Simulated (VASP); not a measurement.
Here is a VASP 6.6.1 calculation.

The input INCAR:

```
PREC = Accurate ; ENCUT = 520
EDIFF = 1E-6 ; ISMEAR = 0
SIGMA = 0.01 ; LREAL = False
LASPH = True ; NELM = 100
ALGO = Normal ; ISIF = 2
LWAVE = False ; LCHARG = False
GGA = PE ; NBANDS = 36
```

The input KPOINTS:

```
Automatic mesh
0
Gamma
  6 6 6
```

Contents of POSCAR:

```
Bi3S2
1.0
    4.6238912208      2.6696048411      2.0795359845
   -4.6238912208      2.6696048411      2.0795359845
    0.0000000000     -5.3392096821      2.0795359846
Bi S
3 2
Direct
    0.0000000000      0.5000000000      0.0000000000
    0.0000000000      0.0000000000      0.5000000000
    0.5000000000      0.0000000000      0.0000000000
    0.6739906174      0.6739906174      0.6739906174
    0.3260093826      0.3260093826      0.3260093826
```

Potentials or basis: VASP PAW PBE potentials, release 64 (Bi_d, S).

Run with:

```console
$ cat potpaw_PBE.64/Bi_d/POTCAR potpaw_PBE.64/S/POTCAR > POTCAR
$ mpirun -np 1 vasp_std > vasp.out
```

(1) Estimate the largest force.

(2) What does it give for the pressure?

Results:

(1) 0.076 eV/Å.

(2) -0.1 GPa.
